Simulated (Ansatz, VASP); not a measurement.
**Nb2Te in VASP and in Ansatz**

```xyz
3
Lattice="3.4477 0.0000 0.0000 0.0000 3.4477 0.0000 0.0000 0.0000 5.5180" Properties=species:S:1:pos:R:3 pbc="T T T"
Nb    1.7238    1.7238    1.5943
Nb    1.7238    1.7238    3.9237
Te    0.0000    0.0000    0.0000
```

Alike in both runs: functional PBE; k mesh 4 × 4 × 4; occupations gaussian, width 0.1 eV; no spin polarisation.

Ansatz relaxed the structure, and its values are those at the end. VASP's run is a single point on that final structure, the one shown.

```csv
,VASP,Ansatz
version,VASP 6.6.1,Ansatz 0.2.0
potentials or method,"VASP PAW PBE potentials, release 64 (Nb_sv, Te), cutoff 520 eV","scalar-relativistic, plane waves, PAW"
valence electrons in the cell,32,42
```

|  | VASP | Ansatz | Ansatz less VASP |
| --- | --- | --- | --- |
| gap on the k mesh at the Fermi level (eV) | none | none | - |
| pressure (GPa) | -0.2 | 0.0 | +0.20 |
| rms of the force components (eV/Å) | 0.002 | 0.009 | +0.0066 |

A gap of «none» marks a metal or a gap that the smearing closes. The functional is the same, so the differences come from potentials, cutoffs and numerics. VASP's potentials hold 32 valence electrons a cell and Ansatz's 42, so a difference there can come from the potentials and not from the codes.

The k mesh is coarse, so the values compare programs but aren't converged. Spin-orbit coupling is off throughout.
